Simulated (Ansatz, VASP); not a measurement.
**PtS2 in VASP and in Ansatz**

POSCAR

```
PtS2
1.0
    3.6929709228      0.0000000000      0.0000000000
   -1.8464854614      3.1982066345      0.0000000000
    0.0000000000      0.0000000000      5.3250581313
Pt S
1 2
Direct
    0.0000000000      0.0000000000      0.0000000000
    0.3333333333      0.6666666667      0.2182882925
    0.6666666667      0.3333333333      0.7817117075
```

INCAR.step1

```
PREC = Accurate
ENCUT = 520
ISMEAR = 0
SIGMA = 0.01
LREAL = False
LASPH = True
NELM = 100
NBANDS = 18
GGA = PE
ALGO = Normal
EDIFF = 1E-4
LWAVE = True
LCHARG = False
```

Contents of INCAR.step2:

```
PREC = Accurate
ENCUT = 520
EDIFF = 1E-6
ISMEAR = 0
SIGMA = 0.01
LREAL = False
LASPH = True
NELM = 100
ALGO = Normal
ISIF = 2
LWAVE = False
LCHARG = False
METAGGA = R2SCAN
LMIXTAU = True
NBANDS = 18
ISTART = 1
```

File KPOINTS:

```
Automatic mesh
0
Gamma
  12 12 6
```

Input for Ansatz:

```yaml
crystal:
  lattice:
    - [3.6929709228, 0.0, 0.0]
    - [-1.8464854614, 3.1982066345, 0.0]
    - [0.0, 0.0, 5.3250581313]
  atoms:
    - { symbol: Pt, position: [0.0, 0.0, 0.0] }
    - { symbol: S, position: [0.3333333333, 0.6666666667, 0.2182882925] }
    - { symbol: S, position: [0.6666666667, 0.3333333333, 0.7817117075] }
kpoints:
  mp_grid: { grid: [12, 12, 6] }
  band_path:
    path:
      - [0.0, 0.0, 0.0]
      - [0.5, 0.0, 0.0]
      - [0.3333333333, 0.3333333333, 0.0]
      - [0.0, 0.0, 0.5]
      - [0.5, 0.0, 0.5]
      - [0.3333333333, 0.3333333333, 0.5]
      - [0.0, 0.1666666667, 0.1666666667]
      - [0.0, 0.25, 0.3333333333]
    npoints: 1
hamiltonian:
  xc: r2scan
scf:
  occupations: { method: fixed }
  n_extra_bands: 4
output:
  forces: true
  stress: true
  eigenvalues: true
```

Change from the starting cell: hydrostatic strain +4.0%.

Alike in both runs: task single point; functional r2SCAN; k mesh 12 × 12 × 6; no spin polarisation.

|  | VASP | Ansatz |
| --- | --- | --- |
| version | VASP 6.6.1 | Ansatz 0.2.0 |
| potentials or method | VASP PAW PBE potentials, release 64 (Pt, S) | plane waves, PAW |
| plane-wave cutoff (eV) | 520 | 500 |
| occupations | gaussian, width 0.01 eV | fixed |
| valence electrons in the cell | 22 | 30 |

Ansatz gave:

- gap on the k mesh at the Fermi level (eV): 0.96
- pressure (GPa): -5.8
- traceless stress, the component that is largest in VASP (GPa): 5.16
- rms of the force components (eV/Å): 0.018

Question: Estimate VASP's values.

Answer: gap on the k mesh at the Fermi level (eV): 0.95; pressure (GPa): -5.9; traceless stress, the component that is largest in VASP (GPa): 5.15; rms of the force components (eV/Å): 0.022.

VASP's potentials were made for PBE, not for r2SCAN. Atom by atom the forces differ by 0.004 eV/Å (rms over components). VASP's potentials hold 22 valence electrons a cell and Ansatz's 30, so a difference there can come from the potentials and not from the codes.

Neither program's run includes spin-orbit coupling.
